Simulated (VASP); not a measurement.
Here is a VASP 6.6.1 calculation.

Contents of POSCAR:

```
Al
1.0
    2.7849040521      0.0000000000      0.0000000000
   -1.3924520260      2.4117976562      0.0000000000
    0.0000000000      0.0000000000      9.1295034670
Al
4
Direct
    1.0000000000      0.0000000000      0.0000000000
    1.0000000000      0.0000000000      0.5000000000
    0.3333333333      0.6666666667      0.2500000000
    0.6666666667      0.3333333333      0.7500000000
```

File INCAR.step1:

```
SYSTEM = Al
PREC = Accurate ; ENCUT = 520
ISMEAR = -1 ; SIGMA = 0.1
LREAL = .False. ; LASPH = .True.
NELM = 100 ; NBANDS = 14
GGA = PE ; ALGO = Normal
EDIFF = 1E-4 ; LWAVE = .True.
LCHARG = .False.
```

The input INCAR.step2:

```
SYSTEM = Al
PREC = Accurate ; ENCUT = 520
EDIFF = 1E-6 ; ISMEAR = -1
SIGMA = 0.1 ; LREAL = .False.
LASPH = .True. ; NELM = 100
ALGO = Normal ; ISIF = 2
LWAVE = .False. ; LCHARG = .True.
METAGGA = R2SCAN ; LMIXTAU = .True.
LELF = .True. ; LVHAR = .True.
NBANDS = 14 ; ISTART = 1
```

Contents of KPOINTS:

```
Automatic mesh
0
Gamma
  14 14 4
  0 0 0
```

Potentials or basis: VASP PAW PBE potentials, release 64 (Al).

Run with:

```sh
$ cat potpaw_PBE.64/Al/POTCAR > POTCAR
$ cp INCAR.step1 INCAR
$ mpirun -np 1 vasp_std > vasp.out
$ cp INCAR.step2 INCAR
$ mpirun -np 1 vasp_std > vasp.out
```

(1) What does it give for the pressure?

(2) What does it give for the band gap on the k mesh?

## Answers

(1) 3.7 GPa.

(2) zero (bands 6 and 7 overlap by 6.08 eV).

Caveat: the cell stands under pressure; the PAW data sets were made with another functional, which shifts forces and pressure a little.
